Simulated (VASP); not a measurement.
# Cd4SeS3 (P-4m2) in VASP: a series of runs

Cd4SeS3 is run at these levels: PBE; tasks: single point.

Everything below comes from runs of VASP 6.6.1. Logs are shortened: lines on timing, memory, paths and dates and some standing lists are left out, and cuts for length are marked.

## (1) The cell of the first run

The structure is tetragonal, space group P-4m2 (No. 115). The conventional cell has a = 4.242 Å, b = 4.242 Å, c = 11.961 Å, α = 90.00°, β = 90.00°, γ = 90.00°. Cd (site symmetry 2mm) has 4 S at 2.57 Å within 3.4 Å. Within 3.4 Å of Cd (site symmetry 2mm) lie 2 S at 2.58 Å and 2 Se at 2.66 Å. Se (site symmetry -4m2) has 4 Cd at 2.66 Å within 3.5 Å. S (site symmetry 2mm) has 4 Cd at 2.57 to 2.58 Å within 3.4 Å. Within 3.4 Å of S (site symmetry -4m2) lie 4 Cd at 2.57 Å.

## (2) Single point, PBE

INCAR reads:

```
SYSTEM = Cd4SeS3
PREC = Accurate ; ENCUT = 520
EDIFF = 1E-6 ; ISMEAR = 0
SIGMA = 0.02 ; LREAL = .FALSE.
LASPH = .TRUE. ; NELM = 80
ALGO = Normal ; ISIF = 2
LWAVE = .FALSE. ; LCHARG = .FALSE.
GGA = PE ; NBANDS = 46
```

KPOINTS reads:

```
Automatic mesh
0
G
  6 6 4
  0 0 0
```

POSCAR reads:

```
Cd4SeS3
1.0
    4.2418401000      0.0000000000      0.0000000000
    0.0000000000      4.2418401000      0.0000000000
    0.0000000000      0.0000000000     11.9614623000
Cd Se S
4 1 3
Direct
    0.5000000000      0.0000000000      0.6216120000
    0.0000000000      0.5000000000      0.8655710000
    0.5000000000      0.0000000000      0.1344290000
    0.0000000000      0.5000000000      0.3783880000
    0.0000000000      0.0000000000      0.0000000000
    0.5000000000      0.5000000000      0.2565630000
    0.0000000000      0.0000000000      0.5000000000
    0.5000000000      0.5000000000      0.7434370000
```

Potentials or basis: VASP PAW PBE potentials, release 64 (Cd, Se, S).

Started as:

```
> cat potpaw_PBE.64/Cd/POTCAR potpaw_PBE.64/Se/POTCAR potpaw_PBE.64/S/POTCAR > POTCAR
> mpirun -np 1 vasp_std > vasp.out
```

OUTCAR:

```text
SYSTEM = Cd4SeS3
   PREC = Accurate
   ENCUT = 520
   EDIFF = 1E-6
   ISMEAR = 0
   LREAL = .FALSE.
   LASPH = .TRUE.
   NELM = 80
   ISIF = 2
   GGA = PE

 ion  position               nearest neighbor table
   1  0.500  0.000  0.622-   7 2.57   7 2.57   8 2.57   8 2.57
   2  0.000  0.500  0.866-   8 2.58   8 2.58   5 2.66   5 2.66
   3  0.500  0.000  0.134-   6 2.58   6 2.58   5 2.66   5 2.66
   4  0.000  0.500  0.378-   7 2.57   7 2.57   6 2.57   6 2.57
   5  0.000  0.000  0.000-   2 2.66   3 2.66   2 2.66   3 2.66
   6  0.500  0.500  0.257-   4 2.57   4 2.57   3 2.58   3 2.58
   7  0.000  0.000  0.500-   1 2.57   4 2.57   4 2.57   1 2.57
   8  0.500  0.500  0.743-   1 2.57   1 2.57   2 2.58   2 2.58

  LATTYP: Found a simple tetragonal cell.
 ALAT       =     4.2418401000
 C/A-ratio  =     2.8198758129

  Lattice vectors:

 A1 = (   4.2418401000,   0.0000000000,   0.0000000000)
 A2 = (   0.0000000000,   4.2418401000,   0.0000000000)
 A3 = (   0.0000000000,   0.0000000000,  11.9614623000)

Analysis of symmetry for initial positions (statically):
=====================================================================
 Subroutine PRICEL returns:
 Original cell was already a primitive cell.

 Routine SETGRP: Setting up the symmetry group for a
 simple tetragonal supercell.

 Subroutine GETGRP returns: Found  8 space group operations
 (whereof  8 operations were pure point group operations)
 out of a pool of 16 trial point group operations.

The static configuration has the point symmetry D_2d.

Analysis of symmetry for dynamics (positions and initial velocities):
=====================================================================
 Subroutine PRICEL returns:
 Original cell was already a primitive cell.

 Routine SETGRP: Setting up the symmetry group for a
 simple tetragonal supercell.

 Subroutine GETGRP returns: Found  8 space group operations
 (whereof  8 operations were pure point group operations)
 out of a pool of 16 trial point group operations.

The dynamic configuration has the point symmetry D_2d.

 Subroutine INISYM returns: Found  8 space group operations
 (whereof  8 operations are pure point group operations),
 and found     1 'primitive' translations

----------------------------------------------------------------------------------------

                                     Primitive cell

  volume of cell :     215.2251

  direct lattice vectors                    reciprocal lattice vectors
     4.241840100  0.000000000  0.000000000     0.235746746  0.000000000  0.000000000
     0.000000000  4.241840100  0.000000000     0.000000000  0.235746746  0.000000000
     0.000000000  0.000000000 11.961462300     0.000000000  0.000000000  0.083601818

  length of vectors
     4.241840100  4.241840100 11.961462300     0.235746746  0.235746746  0.083601818

  position of ions in fractional coordinates (direct lattice)
     0.500000000  0.000000000  0.621612000
     0.000000000  0.500000000  0.865571000
     0.500000000  0.000000000  0.134429000
     0.000000000  0.500000000  0.378388000
     0.000000000  0.000000000  0.000000000
     0.500000000  0.500000000  0.256563000
     0.000000000  0.000000000  0.500000000
     0.500000000  0.500000000  0.743437000

  ion indices of the primitive-cell ions
   primitive index   ion index
                 1           1
                 2           2
                 3           3
                 4           4
                 5           5
                 6           6
                 7           7
                 8           8

----------------------------------------------------------------------------------------

 KPOINTS: Automatic mesh

Automatic generation of k-mesh.
 Grid dimensions read from file:
 generate k-points for:    6    6    4

 Generating k-lattice:

  Cartesian coordinates                     Fractional coordinates (reciprocal lattice)
     0.039291124  0.000000000  0.000000000     0.166666667  0.000000000  0.000000000
     0.000000000  0.039291124  0.000000000     0.000000000  0.166666667  0.000000000
     0.000000000  0.000000000  0.020900455     0.000000000  0.000000000  0.250000000

  Length of vectors
     0.039291124  0.039291124  0.020900455

  Shift w.r.t. Gamma in fractional coordinates (k-lattice)
     0.000000000  0.000000000  0.000000000

 Subroutine IBZKPT returns following result:
 ===========================================

 Found     30 irreducible k-points:

 Following reciprocal coordinates:
            Coordinates               Weight
  0.000000  0.000000  0.000000      1.000000
  0.166667  0.000000  0.000000      4.000000
  0.333333  0.000000  0.000000      4.000000
  0.500000  0.000000  0.000000      2.000000
  0.166667  0.166667  0.000000      4.000000
  0.333333  0.166667  0.000000      8.000000
[... 16 lines left out ...]
  0.333333  0.000000  0.500000      4.000000
  0.500000  0.000000  0.500000      2.000000
 [... further k-points ...]
   k-points           NKPTS =     30   k-points in BZ     NKDIM =     30   number of bands    NBANDS=     46
   number of dos      NEDOS =    301   number of ions     NIONS =      8
   total plane-waves  NPLWV =  92160
   dimension x,y,z NGX =    32 NGY =   32 NGZ =   90
   dimension x,y,z NGXF=    64 NGYF=   64 NGZF=  180
   ions per type =               4   1   3
   NGX,Y,Z   is equivalent  to a cutoff of  12.54, 12.54, 12.51 a.u.
   NGXF,Y,Z  is equivalent  to a cutoff of  25.08, 25.08, 25.02 a.u.
 SYSTEM =  Cd4SeS3
   PREC   = accura    normal or accurate (medium, high low for compatibility)
   ISTART =      0    job   : 0-new  1-cont  2-samecut
   ICHARG =      2    charge: 1-file 2-atom 10-const
   ISPIN  =      1    spin polarized calculation?
   LNONCOLLINEAR =      F non collinear calculations
   LSORBIT =      F    spin-orbit coupling
   LASPH  =      T    aspherical Exc in radial PAW
   ENCUT  =  520.0 eV  38.22 Ry    6.18 a.u.   7.89  7.89 22.24*2*pi/ulx,y,z
   NELM   =     80;   NELMIN=  2; NELMDL= -5     # of ELM steps
   EDIFF  = 0.1E-05   stopping-criterion for ELM
   LREAL  =      F    real-space projection
   EDIFFG = 0.1E-04   stopping-criterion for IOM
   NSW    =      0    number of steps for IOM
   IBRION =     -1    ionic relax: 0-MD 1-quasi-New 2-CG
   NFREE  =      0    steps in history (QN), initial steepest desc. (CG)
   ISIF   =      2    stress and relaxation
   ISYM   =      2    0-nonsym 1-usesym 2-fastsym
   POTIM  = 0.5000    time-step for ionic-motion
   TEBEG  =    0.0;   TEEND  =   0.0 temperature during run
   PSTRESS=    0.0 pullay stress
   NELECT =      72.0000    total number of electrons
   NUPDOWN=      -1.0000    fix difference up-down
   EMIN   =  10.00;   EMAX   =-10.00  energy-range for DOS
   EFERMI =   0.00;   METHOD = LEGACY
   ISMEAR =     0;   SIGMA  =   0.02  broadening in eV -4-tet -1-fermi 0-gaus
   EFERMI_NEDOS =   21; number of points for ismear=-14 and -15
   IALGO  =     38    algorithm
   IMIX   =      4    mixing-type and parameters
     AMIX     =   0.40;   BMIX     =  1.00
     AMIX_MAG =   1.60;   BMIX_MAG =  1.00
  volume/ion in A,a.u.               =      26.90       181.55
  Fermi-wavevector in a.u.,A,eV,Ry     =   1.136461  2.147601 17.572531  1.291545
  Thomas-Fermi vector in A             =   2.273167
   LORBIT       =      0    0 simple, 1 ext, 2 COOP (PROOUT), +10 PAW based schemes
   GGA     = PE    functional components
   LHFCALC =     F    Hartree Fock is set to
   AEXX    =    0.0000 exact exchange contribution
   IVDW    =     0    specifies the selected vdW correction
   LEPSILON=     F    determine dielectric tensor
   LRPA    =     F    only Hartree local field effects (RPA)
 non-spin polarized calculation
 Gauss-broadening in eV      SIGMA  =   0.02
  energy-cutoff  :      520.00
  volume of cell :      215.23
 maximum number of plane-waves:      5828
 NGX is ok and might be reduce to    32
   NGX = 15   NGY = 15   NGZ = 45

 number of electron      72.0000026 magnetization

 Free energy of the ion-electron system (eV)
  ---------------------------------------------------
  ext. energy  EPLUGINS =         0.00000000
  ---------------------------------------------------
  free energy    TOTEN  =       -23.90653700 eV

  energy without entropy =      -23.90653700  energy(sigma->0) =      -23.90653700

 E-fermi :   0.9721     XC(G=0):  -8.8575

 val. band max:        0.8630366775   @ k =   0.0000   0.0000   0.0000
 cond. band min:       1.7068725913   @ k =   0.0000   0.0000   0.0000
 fundamental gap:      0.8438359138
 Fermi energy:         0.9720582785

 k-point     1 :       0.0000    0.0000    0.0000
  band No.  band energies     occupation
      1     -11.3277      2.00000
      2     -11.0985      2.00000
      3     -11.0683      2.00000
      4     -10.8414      2.00000
      5      -6.8125      2.00000
      6      -6.8125      2.00000
[... 38 lines left out ...]
     45       7.2129      0.00000
     46       7.2175      0.00000

 k-point     2 :       0.1667    0.0000    0.0000
  band No.  band energies     occupation
      1     -11.2645      2.00000
      2     -11.0667      2.00000
      3     -11.0378      2.00000
      4     -10.8439      2.00000
      5      -6.7952      2.00000
      6      -6.7763      2.00000
[... 38 lines left out ...]
     45       7.3768      0.00000
     46       7.5169      0.00000

 k-point     3 :       0.3333    0.0000    0.0000
  band No.  band energies     occupation
      1     -11.1143      2.00000
      2     -11.0025      2.00000
      3     -10.9767      2.00000
      4     -10.8705      2.00000
      5      -6.7505      2.00000
      6      -6.7204      2.00000
[... 1018 lines left out ...]
     45       7.6612      0.00000
     46       7.6791      0.00000

 k-point    24 :       0.5000    0.0000    0.5000
  band No.  band energies     occupation
      1     -10.9884      2.00000
      2     -10.9543      2.00000
      3     -10.9482      2.00000
      4     -10.9470      2.00000
      5      -6.7116      2.00000
      6      -6.7110      2.00000
[... 38 lines left out ...]
     45       7.7476      0.00000
     46       7.8893      0.00000

 [... further k-points ...]

------------------------ aborting loop because EDIFF is reached ----------------------------------------

  FORCE on cell =-STRESS in cart. coord.  units (eV):
  Direction    XX          YY          ZZ          XY          YZ          ZX
  --------------------------------------------------------------------------------------
  -------------------------------------------------------------------------------------
  Total        0.3844197      0.3844197      0.4233645      0.0000000      0.0000000     -0.0000000
  in kB        2.8616949      2.8616949      3.1516078      0.0000000      0.0000000     -0.0000000
  external PRESSURE =       2.9583326 kB  Pullay stress =       0.0000000 kB

 VOLUME and BASIS-vectors are now :
 -----------------------------------------------------------------------------
  energy-cutoff  :      520.00
  volume of cell :      215.23
      direct lattice vectors                 reciprocal lattice vectors
     4.241840100  0.000000000  0.000000000     0.235746746  0.000000000  0.000000000
     0.000000000  4.241840100  0.000000000     0.000000000  0.235746746  0.000000000
     0.000000000  0.000000000 11.961462300     0.000000000  0.000000000  0.083601818

 POSITION                                       TOTAL-FORCE (eV/Angst)
 -----------------------------------------------------------------------------------
      2.12092      0.00000      7.43539        -0.000000      0.000000      0.000573
      0.00000      2.12092     10.35349        -0.000000      0.000000     -0.000955
      2.12092      0.00000      1.60797        -0.000000      0.000000      0.000955
      0.00000      2.12092      4.52607        -0.000000      0.000000     -0.000573
      0.00000      0.00000      0.00000        -0.000000      0.000000     -0.000000
      2.12092      2.12092      3.06887        -0.000000     -0.000000     -0.001570
      0.00000      0.00000      5.98073         0.000000      0.000000     -0.000000
      2.12092      2.12092      8.89259        -0.000000      0.000000      0.001570
 -----------------------------------------------------------------------------------
    total drift:                                0.000000      0.000000     -0.000000

  FREE ENERGIE OF THE ION-ELECTRON SYSTEM (eV)
  ---------------------------------------------------
  free  energy   TOTEN  =       -23.9065370049 eV

  energy  without entropy=      -23.9065370049  energy(sigma->0) =      -23.90653700
```

It took 1.9 min on 1 thread of Intel Xeon 6975P-C (Granite Rapids), shared host; peak memory 0.44 GiB.

Results:

| Quantity | Value |
| --- | --- |
| Free energy | -23.9065 eV |
| Pressure | 0.3 GPa |
| Band gap on the k mesh | 0.84 eV |

A k mesh can miss the band edges.

## (3) Single point, PBE

INCAR reads:

```
  PREC = Accurate
  ENCUT = 520
  EDIFF = 1E-6
  ISMEAR = 0
  SIGMA = 0.02
  LREAL = F
  LASPH = T
  NELM = 100
  ALGO = Normal
  ISIF = 2
  LWAVE = F
  LCHARG = F
  GGA = PE
  NBANDS = 46
```

KPOINTS reads:

```
Automatic mesh
0
Gamma
  6 6 4
```

POSCAR is that of step 2.

Potentials or basis: VASP PAW PBE potentials, release 64 (Cd, Se, S).

Started as:

```
> cat potpaw_PBE.64/Cd/POTCAR potpaw_PBE.64/Se/POTCAR potpaw_PBE.64/S/POTCAR > POTCAR
> mpirun -np 1 vasp_std > vasp.out
```

Wall time 1.9 min (1 thread of Intel Xeon 6975P-C (Granite Rapids), shared host); peak memory 0.44 GiB.

The run converged. Its results:

```
Free energy            : -23.9065 eV
Pressure               : 0.3 GPa
Band gap on the k mesh : 0.84 eV
```

Levels at points of the mesh, in eV from the valence-band top:
```tsv
k point	band 33	band 34	band 35	band 36	band 37	band 38	band 39	band 40
(0.00, 0.00, 0.00)	-0.86	-0.05	0.00	0.00	0.84	3.33	3.35	3.49
(0.50, 0.00, 0.00)	-0.87	-0.75	-0.71	-0.33	2.68	2.77	3.90	3.96
(0.50, 0.50, 0.00)	-1.83	-1.74	-1.74	-1.63	3.37	3.58	4.08	4.08
(0.00, 0.00, 0.50)	-0.47	-0.47	-0.17	-0.17	1.99	2.06	3.62	3.72
(0.50, 0.00, 0.50)	-0.89	-0.88	-0.88	-0.33	3.19	3.32	3.32	3.36
(0.50, 0.50, 0.50)	-1.95	-1.87	-1.87	-1.73	3.98	4.20	4.23	4.25
```
